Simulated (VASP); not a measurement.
# BeAs (F-43m) in VASP: a series of runs

Runs on BeAs. Level: PBE. Tasks: single point, relaxation of cell and atoms.

Program: VASP 6.6.1. These are calculated values, not measurements. Logs are shortened: lines on timing, memory, paths and dates and some standing lists are left out, and cuts for length are marked.

## Step 1: The cell of the first run

Symmetry: F-43m, No. 216, cubic system. Conventional cell: a = 5.024 Å, b = 5.024 Å, c = 5.024 Å, α = 90.00°, β = 90.00°, γ = 90.00°. Within 2.9 Å of Be (site symmetry -43m) lie 4 As at 2.18 Å. Within 2.9 Å of As (site symmetry -43m) lie 4 Be at 2.18 Å.

## Step 2: Single point, PBE

Input file INCAR:

```
SYSTEM = BeAs
PREC = Accurate ; ENCUT = 520
EDIFF = 1E-7 ; ISMEAR = 0
SIGMA = 0.1 ; LREAL = .FALSE.
LASPH = .TRUE. ; NELM = 60
ALGO = Normal ; ISIF = 2
LWAVE = .FALSE. ; LCHARG = .FALSE.
GGA = PE ; NBANDS = 10
```

Input file KPOINTS:

```
Automatic mesh
0
G
  6 6 6
  0 0 0
```

Input file POSCAR:

```
BeAs
1.0
    0.0000000000      2.5120243446      2.5120243446
    2.5120243446      0.0000000000      2.5120243446
    2.5120243446      2.5120243446      0.0000000000
Be As
1 1
Direct
    0.0000000000      0.0000000000      0.0000000000
    0.7500000000      0.7500000000      0.7500000000
```

Potentials or basis: VASP PAW PBE potentials, release 64 (Be, As).

Launch:

```bash
cat potpaw_PBE.64/Be/POTCAR potpaw_PBE.64/As/POTCAR > POTCAR
mpirun -np 1 vasp_std > vasp.out
```

OUTCAR:

```text
SYSTEM = BeAs
   PREC = Accurate
   ENCUT = 520
   EDIFF = 1E-7
   ISMEAR = 0
   LREAL = .FALSE.
   LASPH = .TRUE.
   NELM = 60
   ISIF = 2
   GGA = PE

 ion  position               nearest neighbor table
   1  0.000  0.000  0.000-   2 2.18   2 2.18   2 2.18   2 2.18
   2  0.750  0.750  0.750-   1 2.18   1 2.18   1 2.18   1 2.18

  LATTYP: Found a face centered cubic cell.
 ALAT       =     5.0240486892

  Lattice vectors:

 A1 = (   0.0000000000,   2.5120243446,   2.5120243446)
 A2 = (   2.5120243446,   0.0000000000,   2.5120243446)
 A3 = (   2.5120243446,   2.5120243446,   0.0000000000)

Analysis of symmetry for initial positions (statically):
=====================================================================
 Subroutine PRICEL returns:
 Original cell was already a primitive cell.

 Routine SETGRP: Setting up the symmetry group for a
 face centered cubic supercell.

 Subroutine GETGRP returns: Found 24 space group operations
 (whereof 24 operations were pure point group operations)
 out of a pool of 48 trial point group operations.

The static configuration has the point symmetry T_d .

Analysis of symmetry for dynamics (positions and initial velocities):
=====================================================================
 Subroutine PRICEL returns:
 Original cell was already a primitive cell.

 Routine SETGRP: Setting up the symmetry group for a
 face centered cubic supercell.

 Subroutine GETGRP returns: Found 24 space group operations
 (whereof 24 operations were pure point group operations)
 out of a pool of 48 trial point group operations.

The dynamic configuration has the point symmetry T_d .

 Subroutine INISYM returns: Found 24 space group operations
 (whereof 24 operations are pure point group operations),
 and found     1 'primitive' translations

----------------------------------------------------------------------------------------

                                     Primitive cell

  volume of cell :      31.7031

  direct lattice vectors                    reciprocal lattice vectors
     0.000000000  2.512024345  2.512024345    -0.199042657  0.199042657  0.199042657
     2.512024345  0.000000000  2.512024345     0.199042657 -0.199042657  0.199042657
     2.512024345  2.512024345  0.000000000     0.199042657  0.199042657 -0.199042657

  length of vectors
     3.552538897  3.552538897  3.552538897     0.344751995  0.344751995  0.344751995

  position of ions in fractional coordinates (direct lattice)
     0.000000000  0.000000000  0.000000000
     0.750000000  0.750000000  0.750000000

[... 74 lines left out ...]
   ISYM   =      2    0-nonsym 1-usesym 2-fastsym
   POTIM  = 0.5000    time-step for ionic-motion
   TEBEG  =    0.0;   TEEND  =   0.0 temperature during run
   PSTRESS=    0.0 pullay stress
   NELECT =       7.0000    total number of electrons
   NUPDOWN=      -1.0000    fix difference up-down
   EMIN   =  10.00;   EMAX   =-10.00  energy-range for DOS
   EFERMI =   0.00;   METHOD = LEGACY
   ISMEAR =     0;   SIGMA  =   0.10  broadening in eV -4-tet -1-fermi 0-gaus
   EFERMI_NEDOS =   21; number of points for ismear=-14 and -15
   IALGO  =     38    algorithm
   IMIX   =      4    mixing-type and parameters
     AMIX     =   0.40;   BMIX     =  1.00
     AMIX_MAG =   1.60;   BMIX_MAG =  1.00
  volume/ion in A,a.u.               =      15.85       106.97
  Fermi-wavevector in a.u.,A,eV,Ry     =   0.989480  1.869846 13.321064  0.979071
  Thomas-Fermi vector in A             =   2.121082
   LORBIT       =      0    0 simple, 1 ext, 2 COOP (PROOUT), +10 PAW based schemes
   GGA     = PE    functional components
   LHFCALC =     F    Hartree Fock is set to
   AEXX    =    0.0000 exact exchange contribution
   IVDW    =     0    specifies the selected vdW correction
   LEPSILON=     F    determine dielectric tensor
   LRPA    =     F    only Hartree local field effects (RPA)
 non-spin polarized calculation
 Gauss-broadening in eV      SIGMA  =   0.10
  energy-cutoff  :      520.00
  volume of cell :       31.70
 maximum number of plane-waves:       869
 NGX is ok and might be reduce to    28
   NGX = 13   NGY = 13   NGZ = 13

 number of electron       7.0000000 magnetization

 Free energy of the ion-electron system (eV)
  ---------------------------------------------------
  ext. energy  EPLUGINS =         0.00000000
  ---------------------------------------------------
  free energy    TOTEN  =        -8.09278486 eV

  energy without entropy =       -8.08325189  energy(sigma->0) =       -8.08801837

 E-fermi :   3.5406     XC(G=0):  -9.7651

 val. band max:        3.5109713283   @ k =   0.3333   0.1667   0.0000
 cond. band min:       3.6903273719   @ k =   0.1667   0.1667   0.0000
 fundamental gap:      0.1793560436
 Fermi energy:         3.5406421051

 k-point     1 :       0.0000    0.0000    0.0000
  band No.  band energies     occupation
      1      -8.5834      2.00000
      2       5.6054      0.00000
      3       5.6054      0.00000
      4       5.6054      0.00000
      5       9.2225      0.00000
      6       9.2225      0.00000
      7       9.2225      0.00000
      8      10.7332      0.00000
      9      16.1400      0.00000
     10      17.1004      0.00000
[... 183 lines left out ...]
 k-point    16 :      -0.3333    0.5000    0.1667
  band No.  band energies     occupation
      1      -5.7380      2.00000
      2      -0.3558      2.00000
      3       1.0711      2.00000
      4       1.2679      2.00000
      5       9.1970      0.00000
      6      10.1878      0.00000
      7      14.0730      0.00000
      8      14.7165      0.00000
      9      18.5862      0.00000
     10      19.5394      0.00000

------------------------ aborting loop because EDIFF is reached ----------------------------------------

  FORCE on cell =-STRESS in cart. coord.  units (eV):
  Direction    XX          YY          ZZ          XY          YZ          ZX
  --------------------------------------------------------------------------------------
  -------------------------------------------------------------------------------------
  Total        1.4665308      1.4665308      1.4665308      0.0000000      0.0000000     -0.0000000
  in kB       74.1140000     74.1140000     74.1140000      0.0000000      0.0000000     -0.0000000
  external PRESSURE =      74.1140000 kB  Pullay stress =       0.0000000 kB

 VOLUME and BASIS-vectors are now :
 -----------------------------------------------------------------------------
  energy-cutoff  :      520.00
  volume of cell :       31.70
      direct lattice vectors                 reciprocal lattice vectors
     0.000000000  2.512024345  2.512024345    -0.199042657  0.199042657  0.199042657
     2.512024345  0.000000000  2.512024345     0.199042657 -0.199042657  0.199042657
     2.512024345  2.512024345  0.000000000     0.199042657  0.199042657 -0.199042657

 POSITION                                       TOTAL-FORCE (eV/Angst)
 -----------------------------------------------------------------------------------
      0.00000      0.00000      0.00000         0.000000      0.000000      0.000000
      3.76804      3.76804      3.76804        -0.000000     -0.000000     -0.000000
 -----------------------------------------------------------------------------------
    total drift:                               -0.000000     -0.000000     -0.000000

  FREE ENERGIE OF THE ION-ELECTRON SYSTEM (eV)
  ---------------------------------------------------
  free  energy   TOTEN  =        -8.0927848587 eV

  energy  without entropy=       -8.0832518874  energy(sigma->0) =       -8.08801837
```

OSZICAR:

```text
N       E                     dE             d eps       ncg     rms          rms(c)
DAV:   1     0.121435977499E+02    0.12144E+02   -0.28715E+03   320   0.530E+02
DAV:   2    -0.764359462839E+01   -0.19787E+02   -0.19427E+02   462   0.900E+01
DAV:   3    -0.826038274444E+01   -0.61679E+00   -0.61488E+00   378   0.157E+01
DAV:   4    -0.826312948635E+01   -0.27467E-02   -0.27465E-02   406   0.113E+00
DAV:   5    -0.826313471263E+01   -0.52263E-05   -0.52261E-05   420   0.540E-02    0.275E+00
DAV:   6    -0.813309433309E+01    0.13004E+00   -0.12777E-01   418   0.184E+00    0.155E+00
DAV:   7    -0.809266696016E+01    0.40427E-01   -0.10629E-01   404   0.165E+00    0.239E-01
DAV:   8    -0.809265264629E+01    0.14314E-04   -0.40461E-03   370   0.398E-01    0.386E-02
DAV:   9    -0.809277259615E+01   -0.11995E-03   -0.27012E-04   382   0.967E-02    0.194E-02
DAV:  10    -0.809278520047E+01   -0.12604E-04   -0.65968E-05   370   0.389E-02    0.626E-03
DAV:  11    -0.809278487788E+01    0.32259E-06   -0.29848E-06   362   0.991E-03    0.361E-03
DAV:  12    -0.809278485874E+01    0.19143E-07   -0.32860E-07   394   0.296E-03
   1 F= -.80927849E+01 E0= -.80880184E+01  d E =-.953297E-02
```

Wall time 4.8 s (1 thread of Intel Xeon Platinum 8375C at 2.90GHz (Ice Lake), shared host); peak memory 0.15 GiB.

What came out:

```yaml
Free_energy: -8.0928 eV
Pressure: 7.4 GPa
```

Levels at points of the mesh, in eV from the Fermi level:
| k point | band 1 | band 2 | band 3 | band 4 | band 5 | band 6 | band 7 | band 8 |
| --- | --- | --- | --- | --- | --- | --- | --- | --- |
| (0.00, 0.00, 0.00) | -12.12 | 2.06 | 2.06 | 2.06 | 5.68 | 5.68 | 5.68 | 7.19 |
| (0.50, 0.00, 0.00) | -10.08 | -5.18 | 0.55 | 0.55 | 5.90 | 6.75 | 6.75 | 10.74 |
| (0.50, 0.50, 0.00) | -9.35 | -4.35 | -1.50 | -1.50 | 3.25 | 4.71 | 13.75 | 13.75 |

Caveat: the k points lie up to 0.36 Å⁻¹ apart.

## Step 3: Single point, PBE

This run uses another cell than the first one, of 17.26 Å³/atom, 1.089 times its volume.

Input file INCAR:

```
PREC = Accurate ; ENCUT = 520
EDIFF = 1E-6 ; ISMEAR = 0
SIGMA = 0.1 ; LREAL = F
LASPH = T ; NELM = 100
ALGO = Normal ; ISIF = 2
LWAVE = F ; LCHARG = F
GGA = PE ; NBANDS = 10
```

Input file KPOINTS:

```
Automatic mesh
0
Gamma
  6 6 6
```

Input file POSCAR:

```
BeAs
1.0
    0.0000000000      2.5841686250      2.5841686250
    2.5841686250      0.0000000000      2.5841686250
    2.5841686250      2.5841686250      0.0000000000
Be As
1 1
Direct
    0.0000000000      0.0000000000      0.0000000000
    0.7500000000      0.7500000000      0.7500000000
```

Potentials or basis: VASP PAW PBE potentials, release 64 (Be, As).

Launch:

```bash
cat potpaw_PBE.64/Be/POTCAR potpaw_PBE.64/As/POTCAR > POTCAR
mpirun -np 1 vasp_std > vasp.out
```

Run time: 4.9 s. Hardware: 1 thread of Intel Xeon Platinum 8375C at 2.90GHz (Ice Lake), shared host; peak memory 0.15 GiB.

The run converged. Its results:

```yaml
Free_energy: -8.1580 eV
Pressure: 0.5 GPa
```

Levels at points of the mesh, in eV from the Fermi level:
| k point | band 1 | band 2 | band 3 | band 4 | band 5 | band 6 | band 7 | band 8 |
| --- | --- | --- | --- | --- | --- | --- | --- | --- |
| (0.00, 0.00, 0.00) | -11.65 | 1.87 | 1.87 | 1.87 | 5.54 | 5.54 | 5.54 | 6.29 |
| (0.50, 0.00, 0.00) | -9.86 | -4.76 | 0.51 | 0.51 | 5.39 | 6.59 | 6.59 | 10.45 |
| (0.50, 0.50, 0.00) | -9.22 | -4.06 | -1.34 | -1.34 | 3.27 | 4.62 | 12.89 | 12.89 |

## Step 4: Relaxation of cell and atoms, PBE

Input file INCAR:

```
SYSTEM = BeAs
ALGO = Normal
EDIFF = 1E-7
EDIFFG = -0.04
ENCUT = 600
GGA = PE
IBRION = 2
ISIF = 3
ISMEAR = 0
LASPH = .True.
LCHARG = .False.
LREAL = .False.
LWAVE = .False.
NELM = 80
NSW = 90
PREC = Accurate
SIGMA = 0.1
```

Input file KPOINTS:

```
k-points
0
Gamma
  6 6 6
  0 0 0
```

Input file POSCAR:

```
BeAs
1.0
    0.0000000000      2.5120243446      2.5120243446
    2.5120243446      0.0000000000      2.5120243446
    2.5120243446      2.5120243446      0.0000000000
Be As
1 1
Direct
    0.0000000000      0.0000000000      0.0000000000
    0.7500000000      0.7500000000      0.7500000000
```

Potentials or basis: VASP PAW PBE potentials, release 64 (Be, As).

Launch:

```bash
cat potpaw_PBE.64/Be/POTCAR potpaw_PBE.64/As/POTCAR > POTCAR
mpirun -np 1 vasp_std > vasp.out
```

OUTCAR:

```text
SYSTEM = BeAs
   EDIFF = 1E-7
   EDIFFG = -0.04
   ENCUT = 600
   GGA = PE
   IBRION = 2
   ISIF = 3
   ISMEAR = 0
   LASPH = .True.
   LREAL = .False.
   NELM = 80
   NSW = 90
   PREC = Accurate

 ion  position               nearest neighbor table
   1  0.000  0.000  0.000-   2 2.18   2 2.18   2 2.18   2 2.18
   2  0.750  0.750  0.750-   1 2.18   1 2.18   1 2.18   1 2.18

  LATTYP: Found a face centered cubic cell.
 ALAT       =     5.0240486892

  Lattice vectors:

 A1 = (   0.0000000000,   2.5120243446,   2.5120243446)
 A2 = (   2.5120243446,   0.0000000000,   2.5120243446)
 A3 = (   2.5120243446,   2.5120243446,   0.0000000000)

Analysis of symmetry for initial positions (statically):
=====================================================================
 Subroutine PRICEL returns:
 Original cell was already a primitive cell.

[... 202 lines left out ...]
 cond. band min:       3.1238825434   @ k =  -0.3333   0.1667   0.0000
 fundamental gap:      0.4407525314
 Fermi energy:         2.7033130880

 k-point     1 :       0.0000    0.0000    0.0000
  band No.  band energies     occupation
      1      -8.8435      2.00000
      2       4.5323      0.00000
      3       4.5323      0.00000
      4       4.5323      0.00000
      5       8.2073      0.00000
      6       8.2073      0.00000
      7       8.2073      0.00000
[... 183 lines left out ...]
--------------------------------------- Ionic step        3  -------------------------------------------

 number of electron       7.0000001 magnetization

 Free energy of the ion-electron system (eV)
  ---------------------------------------------------
  ext. energy  EPLUGINS =         0.00000000
  ---------------------------------------------------
  free energy    TOTEN  =        -8.15839599 eV

  energy without entropy =       -8.14460482  energy(sigma->0) =       -8.15150040

 E-fermi :   2.7934     XC(G=0):  -9.4012

 val. band max:        2.7912381860   @ k =   0.1667   0.1667   0.0000
 cond. band min:       3.2173133634   @ k =  -0.3333   0.1667   0.0000
 fundamental gap:      0.4260751774
 Fermi energy:         2.7934400883

 k-point     1 :       0.0000    0.0000    0.0000
  band No.  band energies     occupation
      1      -8.8149      2.00000
      2       4.6476      0.00000
      3       4.6476      0.00000
      4       4.6476      0.00000
      5       8.3176      0.00000
      6       8.3176      0.00000
      7       8.3176      0.00000
[... 177 lines left out ...]
  FREE ENERGIE OF THE ION-ELECTRON SYSTEM (eV)
  ---------------------------------------------------
  free  energy   TOTEN  =        -8.1583959920 eV

  energy  without entropy=       -8.1446048157  energy(sigma->0) =       -8.15150040

 reached required accuracy - stopping structural energy minimisation
```

OSZICAR:

```text
N       E                     dE             d eps       ncg     rms          rms(c)
DAV:   1     0.197456073213E+02    0.19746E+02   -0.36240E+03   224   0.893E+02
DAV:   2    -0.769992175537E+01   -0.27446E+02   -0.26559E+02   322   0.123E+02
DAV:   3    -0.826112761457E+01   -0.56121E+00   -0.55976E+00   266   0.215E+01
[... 24 lines left out ...]
DAV:   3    -0.815840762408E+01    0.34003E-03   -0.14658E-03   252   0.210E-01    0.360E-02
DAV:   4    -0.815839795390E+01    0.96702E-05   -0.34181E-05   252   0.444E-02    0.157E-02
DAV:   5    -0.815839616948E+01    0.17844E-05   -0.56793E-06   245   0.162E-02    0.561E-03
DAV:   6    -0.815839604985E+01    0.11963E-06   -0.99647E-08   245   0.304E-03    0.252E-03
DAV:   7    -0.815839599201E+01    0.57834E-07   -0.60403E-08   140   0.141E-03
   3 F= -.81583960E+01 E0= -.81515004E+01  d E =-.655776E-01
```

Wall time 11 s (1 thread of Intel Xeon Platinum 8375C at 2.90GHz (Ice Lake), shared host); peak memory 0.16 GiB.

What came out:

| Property | Result |
| --- | --- |
| Free energy | -8.1584 eV |
| Relaxed volume | 17.39 Å³/atom |
| Relaxed cell | a = 3.664 Å, b = 3.664 Å, c = 3.664 Å, α = 60.00°, β = 60.00°, γ = 60.00° |
| Space group after relaxing (to 0.05 Å) | F-43m (No. 216) |
| Energy gained by relaxing | 32.8 meV/atom |
| Ionic steps | 3 |
| Pressure after relaxing | 0.0 GPa |

Step by step:
| step | energy change (eV) | largest force (eV/Å) | pressure (GPa) | volume (Å³) |
| --- | --- | --- | --- | --- |
| 1 | 0.0000 | 0.0000 | 7.41 | 31.70 |
| 2 | -0.0647 | 0.0000 | -0.72 | 35.19 |
| 3 | -0.0656 | 0.0000 | 0.03 | 34.78 |

Final structure:
```
Be As
1.0
     0.00000    2.59073    2.59073
     2.59073    0.00000    2.59073
     2.59073    2.59073    0.00000
Be As
1 1
Direct
  0.00000 0.00000 0.00000
  0.75000 0.75000 0.75000
```

Caveat: the k points lie up to 0.35 Å⁻¹ apart in the final cell.

## Step 5: Single point, PBE

This run uses another cell than the first one, of 17.31 Å³/atom, 1.092 times its volume.

Input file INCAR:

```
SYSTEM = BeAs
PREC = Accurate
ENCUT = 520
EDIFF = 1E-6
ISMEAR = 0
SIGMA = 0.1
LREAL = .FALSE.
LASPH = .TRUE.
NELM = 100
ALGO = Normal
ISIF = 2
LWAVE = .FALSE.
LCHARG = .FALSE.
GGA = PE
NBANDS = 10
```

Input file KPOINTS:

```
regular mesh
0
G
  18 18 18
  0 0 0
```

Input file POSCAR:

```
BeAs
1.0
    0.0000000000      2.5866932957      2.5866932957
    2.5866932957      0.0000000000      2.5866932957
    2.5866932957      2.5866932957      0.0000000000
Be As
1 1
Direct
    0.0000000000      0.0000000000      0.0000000000
    0.2500000000      0.2500000000      0.2500000000
```

Launch:

```bash
cat potpaw_PBE.64/Be/POTCAR potpaw_PBE.64/As/POTCAR > POTCAR
mpirun -np 1 vasp_std > vasp.out
```

It took 62 s on 1 thread of Intel Xeon Platinum 8375C at 2.90GHz (Ice Lake), shared host; peak memory 0.21 GiB.

It converged, with:

| Property | Result |
| --- | --- |
| Free energy | -8.1637 eV |
| Pressure | 0.2 GPa |

Levels at points of the mesh, in eV from the Fermi level:
| k point | band 2 | band 3 | band 4 | band 5 | band 6 | band 7 |
| --- | --- | --- | --- | --- | --- | --- |
| (0.00, 0.00, 0.00) | 1.71 | 1.71 | 1.71 | 5.38 | 5.38 | 5.38 |
| (0.50, 0.00, 0.00) | -4.90 | 0.36 | 0.36 | 5.22 | 6.43 | 6.43 |
| (0.50, 0.50, 0.00) | -4.20 | -1.48 | -1.48 | 3.12 | 4.47 | 12.71 |

## Step 6: The runs side by side

```csv
task,cell,k mesh,cutoff (eV),gap on the mesh (eV),pressure (GPa)
single point,"a = 3.553 Å, angles 60.0°, 2 atoms",6 × 6 × 6,520,none,7.4
single point,"a = 3.655 Å, angles 60.0°, 2 atoms",6 × 6 × 6,520,none,0.5
relaxation of cell and atoms,"relaxed from a = 3.553 Å, angles 60.0°, 2 atoms",6 × 6 × 6,600,none,0.0
single point,"a = 3.658 Å, angles 60.0°, 2 atoms",18 × 18 × 18,520,none,0.2
```

Alike in all rows: level PBE; potentials or basis VASP PAW PBE potentials, release 64 (Be, As); no spin polarisation; smearing gaussian 0.1 eV.

Caveats: some runs use coarse meshes.

Total energies depend on the potentials used, so only differences within one code and one set of settings carry meaning.
